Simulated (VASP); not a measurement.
The system is InAs.

```
In As
1.0
     0.00000    3.01800    3.01800
     3.01800    0.00000    3.01800
     3.01800    3.01800    0.00000
In As
1 1
Cartesian
  0.0000 0.0000 0.0000
  4.5270 4.5270 4.5270
```

```yaml
Program: VASP 6.6.1
Task: relaxation of cell and atoms
Functional: r2SCAN
Dispersion: rVV10
Potentials_or_basis: VASP PAW PBE potentials, release 64 (In_d, As)
Cutoff: 600 eV
k_mesh: 8 × 8 × 8
Occupations: fermi-dirac, width 0.05 eV
Spin: no spin polarisation
```

At the start: pressure 1.6 GPa; volume 27.49 Å³/atom.

Q: Where does the relaxation end?

A: Over 3 steps the energy falls by 3.5 meV/atom and the volume is 28.20 Å³/atom (+2.6 %); space group F-43m (No. 216, to 0.05 Å).

Step by step:
```tsv
step	energy change (eV)	largest force (eV/Å)	pressure (GPa)	volume (Å³)
1	0.0000	0.0000	1.61	54.98
2	-0.0049	0.0000	-0.82	57.20
3	-0.0070	0.0000	-0.01	56.40
```

Final structure:
```
CELL_PARAMETERS angstrom
0.00000 3.04379 3.04379
3.04379 0.00000 3.04379
3.04379 3.04379 0.00000
ATOMIC_POSITIONS crystal
In 0.00000 0.00000 0.00000
As 0.75000 0.75000 0.75000
```

Caveat: the PAW data sets were made with another functional, which shifts forces and pressure a little.
